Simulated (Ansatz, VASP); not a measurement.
One calculation of CsTi2, two programs

```
Cs Ti
1.0
     4.43245    0.00000    0.00000
    -2.21622    3.83861    0.00000
     0.00000    0.00000    9.27141
Cs Ti
1 2
Cartesian
  0.0000 0.0000 0.0000
  2.2162 1.2795 5.8546
  0.0000 2.5591 3.4168
```

Alike in both runs: task relaxation of cell and atoms; functional PBE; k mesh 6 × 6 × 2; occupations gaussian, width 0.1 eV; no spin polarisation.

```csv
,VASP,Ansatz
version,VASP 6.6.1,Ansatz 0.2.0
potentials or method,"VASP PAW PBE potentials, release 64 (Cs_sv, Ti_sv), cutoff 600 eV","scalar-relativistic, plane waves, PAW"
valence electrons in the cell,33,33
```

Ansatz gave:

```
gap on the k mesh at the Fermi level, each at its own relaxed structure (eV)  : none
relaxed volume (Å³/atom)                                                      : 27.23
relaxed length of the cell vector where the two differ most in proportion (Å) : 3.262
```

Problem. Which values does VASP return?

Solution. gap on the k mesh at the Fermi level, each at its own relaxed structure (eV): none; relaxed volume (Å³/atom): 27.31; relaxed length of the cell vector where the two differ most in proportion (Å): 3.267.

A gap of «none» marks a metal or a gap that the smearing closes.

Spin-orbit coupling is off throughout. Noted on VASP's run: the volume moved by over 15 % at a fixed basis, so the end points are rough.
